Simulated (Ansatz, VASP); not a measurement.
## Two plane-wave programs on InSe2

```
In Se
1.0
     6.16218    0.00000    0.00000
     0.00000    6.16218    0.00000
     0.00000    0.00000    3.96907
In Se
2 4
Direct
  0.00000 0.00000 0.00000
  0.50000 0.50000 0.50000
  0.30600 0.30600 0.00000
  0.19400 0.80600 0.50000
  0.69400 0.69400 0.00000
  0.80600 0.19400 0.50000
```

Alike in both runs: task single point; functional r2SCAN; k mesh 4 × 4 × 4; occupations gaussian, width 0.1 eV; no spin polarisation.

```csv
,VASP,Ansatz
version,VASP 6.6.1,Ansatz 0.2.0
potentials or method,"VASP PAW PBE potentials, release 64 (In_d, Se), cutoff 520 eV","scalar-relativistic, plane waves, PAW"
valence electrons in the cell,50,90
```

|  | VASP | Ansatz | Ansatz less VASP |
| --- | --- | --- | --- |
| gap on the k mesh at the Fermi level (eV) | none | none | - |
| pressure (GPa) | 7.7 | 7.6 | -0.08 |
| traceless stress, the component that is largest in VASP (GPa) | 1.37 | 1.35 | -0.022 |
| rms of the force components (eV/Å) | 0.194 | 0.192 | -0.0017 |

VASP's potentials were made for PBE, not for r2SCAN. Atom by atom the forces differ by 0.002 eV/Å (rms over components). A gap of «none» marks a metal or a gap that the smearing closes. VASP's potentials hold 50 valence electrons a cell and Ansatz's 90, so a difference there can come from the potentials and not from the codes.

The k mesh is coarse, so the values compare programs but aren't converged.
